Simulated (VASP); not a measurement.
Write the native input for VASP 6.6.1 that does the following.

```yaml
Task: single point
Functional: BLYP
Potentials_or_basis: VASP PAW PBE potentials, release 64 (Cr_pv)
Cutoff: 520 eV
k_mesh: 15 × 15 × 15
Occupations: fermi-dirac, width 0.1 eV
Spin: no spin polarisation
Dipole_correction: no
Further_INCAR_settings: ALGO = Normal; EDIFF = 1e-07; NBANDS = 12
```

The structure of Cr lies in POSCAR:

```
Cr
1.0
    2.3026956316      0.0000000000      0.0000000000
    0.0000000000      2.3026956316      0.0000000000
    0.0000000000      0.0000000000      2.3026956316
Cr
1
Direct
    0.0000000000      0.0000000000      0.0000000000
```

This cell differs from its parent crystal: volume scaled by 0.92.

These files were run (other wordings do the same):

INCAR

```
AGGAC = 1.0
AGGAX = 1.0
ALDAC = 0.0
ALDAX = 1.0
ALGO = Normal
EDIFF = 1E-7
ENCUT = 520
GGA = B5
ISIF = 2
ISMEAR = -1
LASPH = T
LCHARG = F
LREAL = F
LWAVE = F
NBANDS = 12
NELM = 60
PREC = Accurate
SIGMA = 0.1
```

KPOINTS

```
k-points
0
Gamma
  15 15 15
```

Potentials or basis: VASP PAW PBE potentials, release 64 (Cr_pv).

Run with:

```console
$ cat potpaw_PBE.64/Cr_pv/POTCAR > POTCAR
$ mpirun -np 1 vasp_std > vasp.out
```

It gave:

```yaml
Pressure: 17.9 GPa
Band_gap_on_the_k_mesh: zero (band 6 reaches 11.83 eV, above the bottom of band 7 at 9.99 eV)
```

Caveat: the PAW data sets were made with another functional, which shifts forces and pressure a little; the run has no spin polarisation, though such a crystal can be magnetic.

Wall time 8.1 s on 1 thread of Intel(R) Xeon(R) 6975P-C (Granite Rapids), on a shared host, peak memory 0.12 GiB.
